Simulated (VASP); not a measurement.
Write the native input for VASP 6.6.1 that does the following.

```
Task                   : single point
Functional             : PBE
Potentials or basis    : VASP PAW PBE potentials, release 64 (Ag)
Cutoff                 : 520 eV
k mesh                 : 17 × 17 × 17
Occupations            : fermi-dirac, width 0.05 eV
Spin                   : no spin polarisation
Dipole correction      : no
Further INCAR settings : ALGO = Normal; EDIFF = 1e-07; NBANDS = 12
```

The structure of Ag lies in POSCAR:

```
Ag
1.0
    0.0000000000      1.9919897909      1.9919897909
    1.9919897909      0.0000000000      1.9919897909
    1.9919897909      1.9919897909      0.0000000000
Ag
1
Direct
    0.0000000000      0.0000000000      0.0000000000
```

This cell differs from its parent crystal: volume scaled by 0.886, to set the pressure.

One way to write it, as run:

INCAR

```
PREC = Accurate
ENCUT = 520
EDIFF = 1E-7
ISMEAR = -1
SIGMA = 0.05
LREAL = F
LASPH = T
NELM = 80
ALGO = Normal
ISIF = 2
LWAVE = F
LCHARG = F
GGA = PE
NBANDS = 12
```

KPOINTS

```
regular mesh
0
Gamma
  17 17 17
```

Potentials or basis: VASP PAW PBE potentials, release 64 (Ag).

Run with:

```sh
$ cat potpaw_PBE.64/Ag/POTCAR > POTCAR
$ mpirun -np 1 vasp_std > vasp.out
```

It gave:

* Pressure: 15.2 GPa

Caveat: the cell differs from its parent crystal (volume scaled by 0.886, to set the pressure).

Run time: 19 s on 1 thread of Intel(R) Xeon(R) 6975P-C (Granite Rapids) (shared host), peak memory 0.16 GiB.
